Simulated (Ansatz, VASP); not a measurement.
Two plane-wave programs on SnO2

```
Sn O
1.0
     5.17526    0.00000    0.00000
     0.00000    5.17526    0.00000
     0.00000    0.00000    5.17526
Sn O
4 8
Direct
  0.00000 0.00000 0.00000
  0.50000 0.00000 0.50000
  0.50000 0.50000 0.00000
  0.00000 0.50000 0.50000
  0.66110 0.83890 0.16110
  0.83890 0.16110 0.66110
  0.16110 0.66110 0.83890
  0.33890 0.33890 0.33890
  0.66110 0.66110 0.66110
  0.83890 0.33890 0.16110
  0.16110 0.83890 0.33890
  0.33890 0.16110 0.83890
```

Alike in both runs: functional RPBE; k mesh 4 × 4 × 4; occupations fermi-dirac, width 0.05 eV; no spin polarisation.

|  | VASP | Ansatz |
| --- | --- | --- |
| version | VASP 6.6.1 | Ansatz 0.2.0 |
| potentials or method | VASP PAW PBE potentials, release 64 (Sn_d, O) | Ansatz PAW |
| plane-wave cutoff (eV) | 520 | 420 |
| valence electrons in the cell | 104 | 104 |
| task | single point | band structure |

VASP gave:

* gap on the k mesh at the Fermi level (eV): 0.63
* least direct gap on the mesh (eV): 0.68
* pressure (GPa): 4.2
* rms of the force components (eV/Å): 0.008

Task: Which values does Ansatz return?

Result: gap on the k mesh at the Fermi level (eV): 0.64; least direct gap on the mesh (eV): 0.69; pressure (GPa): 3.6; rms of the force components (eV/Å): 0.007.

VASP's potentials were made for PBE, not for RPBE. Atom by atom the forces differ by 0.001 eV/Å (rms over components). The functional is the same, so the differences come from potentials, cutoffs and numerics.
